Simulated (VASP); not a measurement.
# WC (I4mm) in VASP: single point with PBEsol

Aim: the single point of WC with PBEsol.

All numbers are computed with VASP 6.6.1; they aren't measurements. Logs are shortened: lines on timing, memory, paths and dates and some standing lists are left out, and cuts for length are marked.

**1. The cell of the first run**

It takes space group I4mm (No. 107, tetragonal). The conventional cell has a = 3.073 Å, b = 3.073 Å, c = 4.345 Å, α = 90.00°, β = 90.00°, γ = 90.00°. W (site symmetry 4mm) has 6 C at 1.95 to 2.40 Å within 2.6 Å. C (site symmetry 4mm) has 6 W at 1.95 to 2.40 Å within 2.6 Å.

**2. Single point, PBEsol (atom 1 (W) moved by (-0.225, +0.000) A along x and y)**

Input file INCAR:

```
  ALGO = Normal
  EDIFF = 1E-7
  ENCUT = 520
  GGA = PS
  ISIF = 2
  ISMEAR = 0
  LASPH = T
  LCHARG = F
  LREAL = F
  LWAVE = F
  NBANDS = 16
  NELM = 100
  PREC = Accurate
  SIGMA = 0.15
```

Input file KPOINTS:

```
k-points
0
Gamma
  24 24 24
```

Input file POSCAR:

```
WC
1.0
    0.0000000000      2.1726853742      2.1726853742
    2.1726853742      0.0000000000      2.1726853742
    2.1726853742      2.1726853742      0.0000000000
W C
1 1
Direct
    0.0517792412     -0.0517792412     -0.0517792412
    0.5000000000      0.5000000000      0.5000000000
```

Potentials or basis: VASP PAW PBE potentials, release 64 (W_sv, C).

The run is started by

```
$ cat potpaw_PBE.64/W_sv/POTCAR potpaw_PBE.64/C/POTCAR > POTCAR
$ mpirun -np 1 vasp_std > vasp.out
```

OUTCAR:

```text
EDIFF = 1E-7
   ENCUT = 520
   GGA = PS
   ISIF = 2
   ISMEAR = 0
   LASPH = T
   LREAL = F
   NELM = 100
   PREC = Accurate

 ion  position               nearest neighbor table
   1  0.052  0.948  0.948-   2 1.95   2 2.18   2 2.18   2 2.18   2 2.18   2 2.40
   2  0.500  0.500  0.500-   1 1.95   1 2.18   1 2.18   1 2.18   1 2.18   1 2.40

  LATTYP: Found a face centered cubic cell.
 ALAT       =     4.3453707484

  Lattice vectors:

 A1 = (   0.0000000000,   2.1726853742,   2.1726853742)
 A2 = (   2.1726853742,   0.0000000000,   2.1726853742)
 A3 = (   2.1726853742,   2.1726853742,   0.0000000000)

Analysis of symmetry for initial positions (statically):
=====================================================================
 Subroutine PRICEL returns:
 Original cell was already a primitive cell.

 Routine SETGRP: Setting up the symmetry group for a
 face centered cubic supercell.

 Subroutine GETGRP returns: Found  8 space group operations
 (whereof  8 operations were pure point group operations)
 out of a pool of 48 trial point group operations.

The static configuration has the point symmetry C_4v.

Analysis of symmetry for dynamics (positions and initial velocities):
=====================================================================
 Subroutine PRICEL returns:
 Original cell was already a primitive cell.

 Routine SETGRP: Setting up the symmetry group for a
 face centered cubic supercell.

 Subroutine GETGRP returns: Found  8 space group operations
 (whereof  8 operations were pure point group operations)
 out of a pool of 48 trial point group operations.

The dynamic configuration has the point symmetry C_4v.

 Subroutine INISYM returns: Found  8 space group operations
 (whereof  8 operations are pure point group operations),
 and found     1 'primitive' translations

----------------------------------------------------------------------------------------

                                     Primitive cell

  volume of cell :      20.5126

  direct lattice vectors                    reciprocal lattice vectors
     0.000000000  2.172685374  2.172685374    -0.230129961  0.230129961  0.230129961
     2.172685374  0.000000000  2.172685374     0.230129961 -0.230129961  0.230129961
     2.172685374  2.172685374  0.000000000     0.230129961  0.230129961 -0.230129961

  length of vectors
     3.072641123  3.072641123  3.072641123     0.398596784  0.398596784  0.398596784

  position of ions in fractional coordinates (direct lattice)
     0.051779241  0.948220759  0.948220759
     0.500000000  0.500000000  0.500000000

  ion indices of the primitive-cell ions
   primitive index   ion index
                 1           1
                 2           2

----------------------------------------------------------------------------------------

 KPOINTS: k-points

Automatic generation of k-mesh.
 Grid dimensions read from file:
 generate k-points for:   24   24   24

 Generating k-lattice:

  Cartesian coordinates                     Fractional coordinates (reciprocal lattice)
    -0.009588748  0.009588748  0.009588748     0.041666667  0.000000000  0.000000000
     0.009588748 -0.009588748  0.009588748     0.000000000  0.041666667  0.000000000
     0.009588748  0.009588748 -0.009588748     0.000000000  0.000000000  0.041666667

  Length of vectors
     0.016608199  0.016608199  0.016608199

  Shift w.r.t. Gamma in fractional coordinates (k-lattice)
     0.000000000  0.000000000  0.000000000

 Subroutine IBZKPT returns following result:
 ===========================================

 Found   1063 irreducible k-points:

 Following reciprocal coordinates:
            Coordinates               Weight
  0.000000  0.000000  0.000000      1.000000
  0.041667  0.000000  0.000000      8.000000
  0.083333  0.000000  0.000000      8.000000
  0.125000  0.000000  0.000000      8.000000
  0.166667  0.000000  0.000000      8.000000
  0.208333  0.000000  0.000000      8.000000
[... 16 lines left out ...]
  0.000000  0.208333  0.041667      8.000000
  0.250000  0.041667  0.000000     16.000000
 [... further k-points ...]
   k-points           NKPTS =   1063   k-points in BZ     NKDIM =   1063   number of bands    NBANDS=     16
   number of dos      NEDOS =    301   number of ions     NIONS =      2
   total plane-waves  NPLWV =  13824
   dimension x,y,z NGX =    24 NGY =   24 NGZ =   24
   dimension x,y,z NGXF=    48 NGYF=   48 NGZF=   48
   ions per type =               1   1
   NGX,Y,Z   is equivalent  to a cutoff of  12.99, 12.99, 12.99 a.u.
   NGXF,Y,Z  is equivalent  to a cutoff of  25.97, 25.97, 25.97 a.u.
 SYSTEM =  unknown system
   PREC   = accura    normal or accurate (medium, high low for compatibility)
   ISTART =      0    job   : 0-new  1-cont  2-samecut
   ICHARG =      2    charge: 1-file 2-atom 10-const
   ISPIN  =      1    spin polarized calculation?
   LNONCOLLINEAR =      F non collinear calculations
   LSORBIT =      F    spin-orbit coupling
   LASPH  =      T    aspherical Exc in radial PAW
   ENCUT  =  520.0 eV  38.22 Ry    6.18 a.u.   5.71  5.71  5.71*2*pi/ulx,y,z
   NELM   =    100;   NELMIN=  2; NELMDL= -5     # of ELM steps
   EDIFF  = 0.1E-06   stopping-criterion for ELM
   LREAL  =      F    real-space projection
   EDIFFG = 0.1E-05   stopping-criterion for IOM
   NSW    =      0    number of steps for IOM
   IBRION =     -1    ionic relax: 0-MD 1-quasi-New 2-CG
   NFREE  =      0    steps in history (QN), initial steepest desc. (CG)
   ISIF   =      2    stress and relaxation
   ISYM   =      2    0-nonsym 1-usesym 2-fastsym
   POTIM  = 0.5000    time-step for ionic-motion
   TEBEG  =    0.0;   TEEND  =   0.0 temperature during run
   PSTRESS=    0.0 pullay stress
   NELECT =      18.0000    total number of electrons
   NUPDOWN=      -1.0000    fix difference up-down
   EMIN   =  10.00;   EMAX   =-10.00  energy-range for DOS
   EFERMI =   0.00;   METHOD = LEGACY
   ISMEAR =     0;   SIGMA  =   0.15  broadening in eV -4-tet -1-fermi 0-gaus
   EFERMI_NEDOS =   21; number of points for ismear=-14 and -15
   IALGO  =     38    algorithm
   IMIX   =      4    mixing-type and parameters
     AMIX     =   0.40;   BMIX     =  1.00
     AMIX_MAG =   1.60;   BMIX_MAG =  1.00
  volume/ion in A,a.u.               =      10.26        69.21
  Fermi-wavevector in a.u.,A,eV,Ry     =   1.567324  2.961813 33.422780  2.456505
  Thomas-Fermi vector in A             =   2.669521
   LORBIT       =      0    0 simple, 1 ext, 2 COOP (PROOUT), +10 PAW based schemes
   GGA     = PS    functional components
   LHFCALC =     F    Hartree Fock is set to
   AEXX    =    0.0000 exact exchange contribution
   IVDW    =     0    specifies the selected vdW correction
   LEPSILON=     F    determine dielectric tensor
   LRPA    =     F    only Hartree local field effects (RPA)
 non-spin polarized calculation
 Gauss-broadening in eV      SIGMA  =   0.15
  energy-cutoff  :      520.00
  volume of cell :       20.51
 maximum number of plane-waves:       568
   NGX = 11   NGY = 11   NGZ = 11

 number of electron      18.0000002 magnetization

 Free energy of the ion-electron system (eV)
  ---------------------------------------------------
  ext. energy  EPLUGINS =         0.00000000
  ---------------------------------------------------
  free energy    TOTEN  =       -22.77352139 eV

  energy without entropy =      -22.76322787  energy(sigma->0) =      -22.76837463

 E-fermi :  12.5535     XC(G=0): -13.9713

 val. band max:       12.5529855414   @ k =   0.0417   0.3333   0.0833
 cond. band min:      12.5540343478   @ k =   0.3750   0.0833   0.0417
 fundamental gap:      0.0010488064
 Fermi energy:        12.5534776714

 k-point     1 :       0.0000    0.0000    0.0000
  band No.  band energies     occupation
      1     -62.6209      2.00000
      2     -26.6881      2.00000
      3     -26.6192      2.00000
      4     -26.6192      2.00000
      5      -3.3209      2.00000
      6       8.8538      2.00000
[... 8 lines left out ...]
     15      22.1027      0.00000
     16      35.8146      0.00000

 k-point     2 :       0.0417    0.0000    0.0000
  band No.  band energies     occupation
      1     -62.6201      2.00000
      2     -26.6935      2.00000
      3     -26.6270      2.00000
      4     -26.6205      2.00000
      5      -3.2698      2.00000
      6       8.6476      2.00000
[... 8 lines left out ...]
     15      22.2261      0.00000
     16      35.2715      0.00000

 k-point     3 :       0.0833    0.0000    0.0000
  band No.  band energies     occupation
      1     -62.6180      2.00000
      2     -26.7139      2.00000
      3     -26.6451      2.00000
      4     -26.6243      2.00000
      5      -3.1183      2.00000
      6       8.2063      2.00000
[... 8 lines left out ...]
     15      22.5839      0.00000
     16      34.0260      0.00000

 k-point     4 :       0.1250    0.0000    0.0000
  band No.  band energies     occupation
      1     -62.6146      2.00000
      2     -26.7577      2.00000
      3     -26.6622      2.00000
      4     -26.6304      2.00000
      5      -2.8714      2.00000
      6       7.6729      2.00000
[... 8 lines left out ...]
     15      23.1356      0.00000
     16      32.6140      0.00000
[... 324 lines left out ...]
 k-point    22 :       0.2083    0.0417    0.0000
  band No.  band energies     occupation
      1     -62.6062      2.00000
      2     -26.8726      2.00000
      3     -26.6943      2.00000
      4     -26.6455      2.00000
      5      -2.2388      2.00000
      6       6.6400      2.00000
[... 8 lines left out ...]
     15      24.3377      0.00000
     16      30.2737      0.00000

 k-point    23 :       0.0000    0.2083    0.0417
  band No.  band energies     occupation
      1     -62.6062      2.00000
      2     -26.8848      2.00000
      3     -26.6737      2.00000
      4     -26.6548      2.00000
      5      -2.2296      2.00000
      6       6.6897      2.00000
[... 8 lines left out ...]
     15      24.3345      0.00000
     16      30.3438      0.00000

 k-point    24 :       0.2500    0.0417    0.0000
  band No.  band energies     occupation
      1     -62.6008      2.00000
      2     -26.9559      2.00000
      3     -26.7051      2.00000
      4     -26.6549      2.00000
      5      -1.7898      2.00000
      6       6.0552      2.00000
[... 8 lines left out ...]
     15      24.8836      0.00000
     16      29.3911      0.00000

 [... further k-points ...]
[... 5 lines left out ...]
  --------------------------------------------------------------------------------------
  -------------------------------------------------------------------------------------
  Total        3.9045531      0.0362345      0.0362345      0.0000000      0.0000000      0.0000000
  in kB      304.9730063      2.8301676      2.8301676      0.0000000      0.0000000      0.0000000
  external PRESSURE =     103.5444472 kB  Pullay stress =       0.0000000 kB

 VOLUME and BASIS-vectors are now :
 -----------------------------------------------------------------------------
  energy-cutoff  :      520.00
  volume of cell :       20.51
      direct lattice vectors                 reciprocal lattice vectors
     0.000000000  2.172685374  2.172685374    -0.230129961  0.230129961  0.230129961
     2.172685374  0.000000000  2.172685374     0.230129961 -0.230129961  0.230129961
     2.172685374  2.172685374  0.000000000     0.230129961  0.230129961 -0.230129961

 POSITION                                       TOTAL-FORCE (eV/Angst)
 -----------------------------------------------------------------------------------
      4.12037      2.17269      2.17269         2.339521      0.000000      0.000000
      2.17269      2.17269      2.17269        -2.339521      0.000000      0.000000
 -----------------------------------------------------------------------------------
    total drift:                               -0.000551     -0.000000      0.000000

  FREE ENERGIE OF THE ION-ELECTRON SYSTEM (eV)
  ---------------------------------------------------
  free  energy   TOTEN  =       -22.7735213883 eV

  energy  without entropy=      -22.7632278712  energy(sigma->0) =      -22.76837463
```

Wall time 1.7 min (1 thread of Intel Xeon 6975P-C (Granite Rapids), shared host); peak memory 0.43 GiB.

Results:

```
Free energy            : -22.7735 eV
Pressure               : 10.4 GPa
Largest force          : 2.340 eV/Å
Band gap on the k mesh : zero (band 9 reaches 13.63 eV, above the bottom of band 10 at 10.40 eV)
```

Forces in eV/Å, atoms in the order of the input:
```
W    2.340  0.000  0.000
C   -2.340  0.000  0.000
```

Stress tensor (GPa, compression positive):
```
30.50  0.00  0.00
 0.00  0.28  0.00
 0.00  0.00  0.28
```

Levels at points of the mesh, in eV from the Fermi level:
```tsv
k point	band 7	band 8	band 9	band 10	band 11	band 12
(0.00, 0.00, 0.00)	-3.70	-3.09	-2.69	-0.83	0.17	0.17
(0.50, 0.00, 0.00)	-6.61	-6.51	1.07	1.28	2.55	4.57
(0.50, 0.50, 0.00)	-5.56	-2.83	-1.53	1.65	2.48	2.54
(0.00, 0.50, 0.50)	-5.38	-2.42	-2.42	1.11	2.48	2.48
```

Caveat: the cell differs from its parent crystal (atom 1 (W) moved by (-0.225, +0.000) A along x and y); the PAW data sets were made with another functional, which shifts forces and pressure a little; spin-orbit coupling is left out, which moves the levels of the heavy elements.
